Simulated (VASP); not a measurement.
Set up this calculation in VASP 6.6.1, as the native input.

- Task: single point
- Functional: PBE
- Potentials or basis: VASP PAW PBE potentials, release 64 (Cd, Te, Se)
- Cutoff: 520 eV
- k mesh: 6 × 6 × 2
- Occupations: gaussian, width 0.1 eV
- Spin: no spin polarisation
- Dipole correction: no
- Further INCAR settings: ALGO = Normal; EDIFF = 1e-06; NBANDS = 36

The structure of Cd3Te2Se lies in POSCAR:

```
Cd3Te2Se
1.0
    4.3061725600      0.0000000000      0.0000000000
   -2.1530862800      3.7292548300      0.0000000000
    0.0000000000      0.0000000000     10.5479255100
Cd Te Se
3 2 1
Direct
    0.0000000000      0.0000000000      0.0000000000
    0.3333333300      0.6666666700      0.6666666700
    0.6666666700      0.3333333300      0.3333333300
    0.3333333300      0.6666666700      0.9166666700
    0.0000000000      0.0000000000      0.2500000000
    0.6666666700      0.3333333300      0.5833333300
```

One way to write it, as run:

INCAR

```
SYSTEM = Cd3Te2Se
ALGO = Normal
EDIFF = 1E-6
ENCUT = 520
GGA = PE
ISIF = 2
ISMEAR = 0
LASPH = .TRUE.
LCHARG = .FALSE.
LREAL = .FALSE.
LWAVE = .FALSE.
NBANDS = 36
NELM = 100
PREC = Accurate
SIGMA = 0.1
```

KPOINTS

```
k-points
0
G
  6 6 2
  0 0 0
```

Potentials or basis: VASP PAW PBE potentials, release 64 (Cd, Te, Se).

Launch:

```sh
$ cat potpaw_PBE.64/Cd/POTCAR potpaw_PBE.64/Te/POTCAR potpaw_PBE.64/Se/POTCAR > POTCAR
$ mpirun -np 1 vasp_std > vasp.out
```

Results of the run:

| Item | Value |
| --- | --- |
| Pressure | 11.7 GPa |
| Largest force | 0.983 eV/Å |
| Band gap on the k mesh | 0.87 eV, direct |

Caveat: spin-orbit coupling is left out, which moves the levels of the heavy elements.

It took 120 s on 1 thread of Intel(R) Xeon(R) Platinum 8259CL CPU @ 2.50GHz (Skylake/Cascade Lake) (shared host), peak memory 0.31 GiB.
